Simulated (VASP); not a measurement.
# PtSe2 (P-3m1) in VASP: a series of runs

PtSe2 is run at these levels: PBE; tasks: single point.

All numbers are computed with VASP 6.6.1; they aren't measurements. Logs are shortened: lines on timing, memory, paths and dates and some standing lists are left out, and cuts for length are marked.

## (1) The cell of the first run

Symmetry: P-3m1, No. 164, trigonal system. The conventional cell has a = 3.775 Å, b = 3.775 Å, c = 4.913 Å, α = 90.00°, β = 90.00°, γ = 120.00°. Pt (site symmetry -3m) has 6 Se at 2.53 Å within 3.3 Å. Se (site symmetry 3m) has 3 Pt at 2.53 Å and 3 Se at 3.20 Å within 3.3 Å.

## (2) Single point, PBE

Input file INCAR:

```
ALGO = Normal
EDIFF = 1E-6
ENCUT = 520
GGA = PE
ISIF = 2
ISMEAR = 0
LASPH = True
LCHARG = False
LREAL = False
LWAVE = False
NBANDS = 18
NELM = 80
PREC = Accurate
SIGMA = 0.02
```

Input file KPOINTS:

```
k-points
0
Gamma
  12 12 4
```

Input file POSCAR:

```
PtSe2
1.0
    3.7747903892      0.0000000000      0.0000000000
   -1.8873951946      3.2690643710      0.0000000000
    0.0000000000      0.0000000000      4.9127919108
Pt Se
1 2
Direct
    0.0000000000      0.0000000000      0.0000000000
    0.6666666667      0.3333333333      0.7390341766
    0.3333333333      0.6666666667      0.2609658234
```

Potentials or basis: VASP PAW PBE potentials, release 64 (Pt, Se).

Started as:

```sh
$ cat potpaw_PBE.64/Pt/POTCAR potpaw_PBE.64/Se/POTCAR > POTCAR
$ mpirun -np 1 vasp_std > vasp.out
```

OUTCAR:

```text
EDIFF = 1E-6
   ENCUT = 520
   GGA = PE
   ISIF = 2
   ISMEAR = 0
   LASPH = True
   LREAL = False
   NELM = 80
   PREC = Accurate

 ion  position               nearest neighbor table
   1  0.000  0.000  0.000-   2 2.53   3 2.53   3 2.53   2 2.53   2 2.53   3 2.53
   2  0.667  0.333  0.739-   1 2.53   1 2.53   1 2.53
   3  0.333  0.667  0.261-   1 2.53   1 2.53   1 2.53

  LATTYP: Found a hexagonal cell.
 ALAT       =     3.7747903892
 C/A-ratio  =     1.3014740964

  Lattice vectors:

 A1 = (   3.7747903892,   0.0000000000,   0.0000000000)
 A2 = (  -1.8873951946,   3.2690643710,   0.0000000000)
 A3 = (   0.0000000000,   0.0000000000,   4.9127919108)

Analysis of symmetry for initial positions (statically):
=====================================================================
 Subroutine PRICEL returns:
 Original cell was already a primitive cell.

 Routine SETGRP: Setting up the symmetry group for a
 hexagonal supercell.

 Subroutine GETGRP returns: Found 12 space group operations
 (whereof 12 operations were pure point group operations)
 out of a pool of 24 trial point group operations.

The static configuration has the point symmetry D_3d.

Analysis of symmetry for dynamics (positions and initial velocities):
=====================================================================
 Subroutine PRICEL returns:
 Original cell was already a primitive cell.

 Routine SETGRP: Setting up the symmetry group for a
 hexagonal supercell.

 Subroutine GETGRP returns: Found 12 space group operations
 (whereof 12 operations were pure point group operations)
 out of a pool of 24 trial point group operations.

The dynamic configuration has the point symmetry D_3d.

 Subroutine INISYM returns: Found 12 space group operations
 (whereof 12 operations are pure point group operations),
 and found     1 'primitive' translations

----------------------------------------------------------------------------------------

                                     Primitive cell

  volume of cell :      60.6240

  direct lattice vectors                    reciprocal lattice vectors
     3.774790389  0.000000000  0.000000000     0.264915372  0.152948961  0.000000000
    -1.887395195  3.269064371  0.000000000     0.000000000  0.305897923  0.000000000
     0.000000000  0.000000000  4.912791911     0.000000000  0.000000000  0.203550246
[... 78 lines left out ...]
   ISTART =      0    job   : 0-new  1-cont  2-samecut
   ICHARG =      2    charge: 1-file 2-atom 10-const
   ISPIN  =      1    spin polarized calculation?
   LNONCOLLINEAR =      F non collinear calculations
   LSORBIT =      F    spin-orbit coupling
   LASPH  =      T    aspherical Exc in radial PAW
   ENCUT  =  520.0 eV  38.22 Ry    6.18 a.u.   7.02  7.02  9.13*2*pi/ulx,y,z
   NELM   =     80;   NELMIN=  2; NELMDL= -5     # of ELM steps
   EDIFF  = 0.1E-05   stopping-criterion for ELM
   LREAL  =      F    real-space projection
   EDIFFG = 0.1E-04   stopping-criterion for IOM
   NSW    =      0    number of steps for IOM
   IBRION =     -1    ionic relax: 0-MD 1-quasi-New 2-CG
   NFREE  =      0    steps in history (QN), initial steepest desc. (CG)
   ISIF   =      2    stress and relaxation
   ISYM   =      2    0-nonsym 1-usesym 2-fastsym
   POTIM  = 0.5000    time-step for ionic-motion
   TEBEG  =    0.0;   TEEND  =   0.0 temperature during run
   PSTRESS=    0.0 pullay stress
   NELECT =      22.0000    total number of electrons
   NUPDOWN=      -1.0000    fix difference up-down
   EMIN   =  10.00;   EMAX   =-10.00  energy-range for DOS
   EFERMI =   0.00;   METHOD = LEGACY
   ISMEAR =     0;   SIGMA  =   0.02  broadening in eV -4-tet -1-fermi 0-gaus
   EFERMI_NEDOS =   21; number of points for ismear=-14 and -15
   IALGO  =     38    algorithm
   IMIX   =      4    mixing-type and parameters
     AMIX     =   0.40;   BMIX     =  1.00
     AMIX_MAG =   1.60;   BMIX_MAG =  1.00
  volume/ion in A,a.u.               =      20.21       136.37
  Fermi-wavevector in a.u.,A,eV,Ry     =   1.167708  2.206648 18.552107  1.363541
  Thomas-Fermi vector in A             =   2.304204
   LORBIT       =      0    0 simple, 1 ext, 2 COOP (PROOUT), +10 PAW based schemes
   GGA     = PE    functional components
   LHFCALC =     F    Hartree Fock is set to
   AEXX    =    0.0000 exact exchange contribution
   IVDW    =     0    specifies the selected vdW correction
   LEPSILON=     F    determine dielectric tensor
   LRPA    =     F    only Hartree local field effects (RPA)
 non-spin polarized calculation
 Gauss-broadening in eV      SIGMA  =   0.02
  energy-cutoff  :      520.00
  volume of cell :       60.62
 maximum number of plane-waves:      1650
   NGX = 13   NGY = 13   NGZ = 19

 number of electron      21.9999997 magnetization

 Free energy of the ion-electron system (eV)
  ---------------------------------------------------
  ext. energy  EPLUGINS =         0.00000000
  ---------------------------------------------------
  free energy    TOTEN  =       -14.22080079 eV

  energy without entropy =      -14.22059829  energy(sigma->0) =      -14.22069954

 E-fermi :   6.4929     XC(G=0): -10.7030

 val. band max:        6.4541442595   @ k =   0.0000   0.3333   0.2500
 cond. band min:       6.5028071675   @ k =  -0.0833   0.3333   0.2500
 fundamental gap:      0.0486629080
 Fermi energy:         6.4928947179

 k-point     1 :       0.0000    0.0000    0.0000
  band No.  band energies     occupation
      1      -9.0742      2.00000
      2      -6.1567      2.00000
      3      -0.5522      2.00000
      4       0.2828      2.00000
      5       0.2828      2.00000
      6       2.6868      2.00000
[... 481 lines left out ...]
      5       1.0241      2.00000
      6       1.9752      2.00000
[... 10 lines left out ...]
     17      14.6295      0.00000
     18      15.2777      0.00000

 [... further k-points ...]
[... 5 lines left out ...]
  --------------------------------------------------------------------------------------
  -------------------------------------------------------------------------------------
  Total        1.1428480      1.1428480      1.1211279      0.0000000      0.0000000      0.0000000
  in kB       30.2032982     30.2032982     29.6292762      0.0000000      0.0000000      0.0000000
  external PRESSURE =      30.0119575 kB  Pullay stress =       0.0000000 kB

 VOLUME and BASIS-vectors are now :
 -----------------------------------------------------------------------------
  energy-cutoff  :      520.00
  volume of cell :       60.62
      direct lattice vectors                 reciprocal lattice vectors
     3.774790389  0.000000000  0.000000000     0.264915372  0.152948961  0.000000000
    -1.887395195  3.269064371  0.000000000     0.000000000  0.305897923  0.000000000
     0.000000000  0.000000000  4.912791911     0.000000000  0.000000000  0.203550246

 POSITION                                       TOTAL-FORCE (eV/Angst)
 -----------------------------------------------------------------------------------
      0.00000      0.00000      0.00000         0.000000      0.000000      0.000000
      1.88740      1.08969      3.63072         0.000000      0.000000     -0.003489
     -0.00000      2.17938      1.28207        -0.000000      0.000000      0.003489
 -----------------------------------------------------------------------------------
    total drift:                               -0.000000     -0.000000     -0.000000

  FREE ENERGIE OF THE ION-ELECTRON SYSTEM (eV)
  ---------------------------------------------------
  free  energy   TOTEN  =       -14.2208007905 eV

  energy  without entropy=      -14.2205982929  energy(sigma->0) =      -14.22069954
```

It took 44 s on 1 thread of Intel Xeon Platinum 8375C at 2.90GHz (Ice Lake), shared host; peak memory 0.23 GiB.

Results:

```
Free energy            : -14.2208 eV
Pressure               : 3.0 GPa
Largest force          : 0.003 eV/Å
Band gap on the k mesh : zero (band 11 reaches 7.15 eV, above the bottom of band 12 at 6.44 eV)
```

Forces on the atoms (eV/Å):
```
Pt   0.000  0.000  0.000
Se   0.000  0.000 -0.003
Se   0.000  0.000  0.003
```

Levels at points of the mesh, in eV from the Fermi level:
| k point | band 8 | band 9 | band 10 | band 11 | band 12 | band 13 | band 14 | band 15 |
| --- | --- | --- | --- | --- | --- | --- | --- | --- |
| (0.00, 0.00, 0.00) | -2.49 | -1.03 | -1.03 | 0.66 | 1.15 | 1.15 | 3.44 | 4.02 |
| (0.50, 0.00, 0.00) | -3.61 | -3.34 | -3.27 | -2.91 | 0.51 | 2.38 | 4.89 | 6.01 |
| (0.00, 0.00, 0.50) | -2.90 | -1.73 | -1.64 | -1.64 | 2.25 | 2.25 | 4.92 | 6.34 |
| (0.50, 0.00, 0.50) | -3.35 | -3.09 | -2.64 | -1.17 | 0.70 | 1.41 | 4.73 | 4.88 |

Caveat: spin-orbit coupling is left out, which moves the levels of the heavy elements.

(Continued in part 2 of 3.)
